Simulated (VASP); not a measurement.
The system is Tc.

```xyz
1
Lattice="0.0000 1.9500 1.9500 1.9500 0.0000 1.9500 1.9500 1.9500 0.0000" Properties=species:S:1:pos:R:3 pbc="T T T"
Tc    0.0000    0.0000    0.0000
```

| Quantity | Value |
| --- | --- |
| Program | VASP 6.6.1 |
| Task | relaxation of cell and atoms |
| Functional | PBE |
| Dispersion | D4 |
| Potentials or basis | VASP PAW PBE potentials, release 64 (Tc_pv) |
| Cutoff | 600 eV |
| k mesh | 12 × 12 × 12 |
| Occupations | fermi-dirac, width 0.05 eV |
| Spin | no spin polarisation |

At the start: pressure -12.8 GPa; volume 14.83 Å³/atom.

Question: Where does the relaxation end?

Answer: Over 4 steps the energy falls by 26.7 meV/atom and the volume is 14.18 Å³/atom (-4.4 %); space group Fm-3m (No. 225, to 0.05 Å).

The path:
```
step  energy change (eV)  largest force (eV/Å)  pressure (GPa)  volume (Å³)
   1              0.0000                0.0000          -12.76        14.83
   2              0.2424                0.0000           55.61        12.44
   3             -0.0266                0.0000           -0.87        14.22
   4             -0.0267                0.0000           -0.05        14.18
```

Final structure:
```
Tc
1.0
     0.00000    1.92128    1.92128
     1.92128    0.00000    1.92128
     1.92128    1.92128    0.00000
Tc
1
Direct
  0.00000 0.00000 0.00000
```

Caveat: pairwise dispersion overbinds metals, which lowers pressure and volume.
